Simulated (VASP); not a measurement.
Crystal: CoSi2.

```xyz
3
Lattice="0.0000 2.6440 2.6440 2.6440 0.0000 2.6440 2.6440 2.6440 0.0000" Properties=species:S:1:pos:R:3 pbc="T T T"
Co    0.0000    0.0000    0.0000
Si    1.3220    1.3220    1.3220
Si    3.9660    3.9660    3.9660
```

Base run:

```yaml
Program: VASP 6.6.1
Functional: PBE
Potentials_or_basis: VASP PAW PBE potentials, release 64 (Co, Si)
Cutoff: 520 eV
k_mesh: 14 × 14 × 14
Occupations: gaussian, width 0.15 eV
Spin: collinear spin, ferromagnetic start
Starting_moments: "[0.55, 0.0, 0.0] μB"
Fixed_moment: 0.55 μB
```

Its results: pressure 8.6 GPa; site moments Co +0.34; Si +0.04 μB.

**Question.** The run is repeated on the same cell with these changes: fixed moment from 0.55 μB to 2.2 μB; moments at the start from [0.55, 0.0, 0.0] to [2.2, 0.0, 0.0]. What comes out?

**Answer.** Pressure 24.9 GPa; site moments Co +1.35; Si +0.18 μB.

Caveats: the total moment is fixed, so each spin has its own Fermi level.
